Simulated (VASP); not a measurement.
A run of VASP 6.6.1 is set up as follows.

The input INCAR:

```
SYSTEM = SiC3
  ALGO = Normal
  EDIFF = 1E-7
  ENCUT = 520
  GGA = PE
  ISIF = 2
  ISMEAR = 0
  LASPH = .TRUE.
  LCHARG = .FALSE.
  LREAL = .FALSE.
  LWAVE = .FALSE.
  NBANDS = 16
  NELM = 60
  PREC = Accurate
  SIGMA = 0.1
```

File KPOINTS:

```
k-points
0
G
  6 6 4
  0 0 0
```

The input POSCAR:

```
SiC3
1.0
    2.5151528712      0.0000000000      0.0000000000
   -1.2575764356      2.1781862809      0.0000000000
    0.0000000000      0.0000000000      5.9080267048
Si C
1 3
Direct
    0.0000000000      0.0000000000      0.0000000000
    0.0000000000      0.0000000000      0.6526860679
    0.0000000000      0.0000000000      0.3473139321
    0.6666666667      0.3333333333      0.5000000000
```

Potentials or basis: VASP PAW PBE potentials, release 64 (Si, C).

The run is started by

```console
$ cat potpaw_PBE.64/Si/POTCAR potpaw_PBE.64/C/POTCAR > POTCAR
$ mpirun -np 1 vasp_std > vasp.out
```

What does it give for the pressure?

0.2 GPa.

Estimate the largest force.

0.015 eV/Å.

What does it give for the band gap on the k mesh?

Zero (band 8 reaches 13.39 eV, above the bottom of band 9 at 6.99 eV).

Forces on the atoms (eV/Å):
```
Si   0.000  0.000  0.000
C    0.000  0.000  0.015
C    0.000  0.000 -0.015
C    0.000  0.000  0.000
```

Caveat: the k points lie up to 0.48 Å⁻¹ apart.
